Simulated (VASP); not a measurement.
Write the native input for VASP 6.6.1 that does the following.

| Item | Value |
| --- | --- |
| Task | relaxation of cell and atoms |
| Functional | PBE |
| Potentials or basis | VASP PAW PBE potentials, release 64 (Cd, S) |
| Cutoff | 600 eV |
| k mesh | 8 × 8 × 8 |
| Occupations | gaussian, width 0.02 eV |
| Spin | no spin polarisation |
| Dipole correction | no |
| Further INCAR settings | ALGO = Normal; EDIFF = 1e-06; IBRION = 2; EDIFFG = -0.004; NSW = 80; ISIF = 3 |

The structure of CdS lies in POSCAR:

```
CdS
1.0
    0.0000000000      2.9100000000      2.9100000000
    2.9100000000      0.0000000000      2.9100000000
    2.9100000000      2.9100000000      0.0000000000
Cd S
1 1
Direct
    0.0000000000      0.0000000000      0.0000000000
    0.2500000000      0.2500000000      0.2500000000
```

One way to write it, as run:

INCAR

```
SYSTEM = CdS
PREC = Accurate
ENCUT = 600
EDIFF = 1E-6
ISMEAR = 0
SIGMA = 0.02
LREAL = .False.
LASPH = .True.
NELM = 100
ALGO = Normal
ISIF = 3
LWAVE = .False.
LCHARG = .False.
GGA = PE
IBRION = 2
NSW = 80
EDIFFG = -0.004
```

KPOINTS

```
regular mesh
0
Gamma
  8 8 8
  0 0 0
```

Potentials or basis: VASP PAW PBE potentials, release 64 (Cd, S).

Run with:

```bash
$ cat potpaw_PBE.64/Cd/POTCAR potpaw_PBE.64/S/POTCAR > POTCAR
$ mpirun -np 1 vasp_std > vasp.out
```

It gave:

The relaxed volume is 26.14 Å³/atom. The relaxed cell is a = 4.197 Å, b = 4.197 Å, c = 4.197 Å, α = 60.00°, β = 60.00°, γ = 60.00°. The space group after relaxing (to 0.05 Å) is F-43m (No. 216), the energy gained by relaxing is 16.2 meV/atom and the ionic steps are 5. The pressure after relaxing is 0.0 GPa. The band gap on the k mesh is 1.03 eV, direct.

Wall time 53 s on 1 thread of Intel Xeon 6975P-C, with other jobs on the host, peak memory 0.23 GiB.
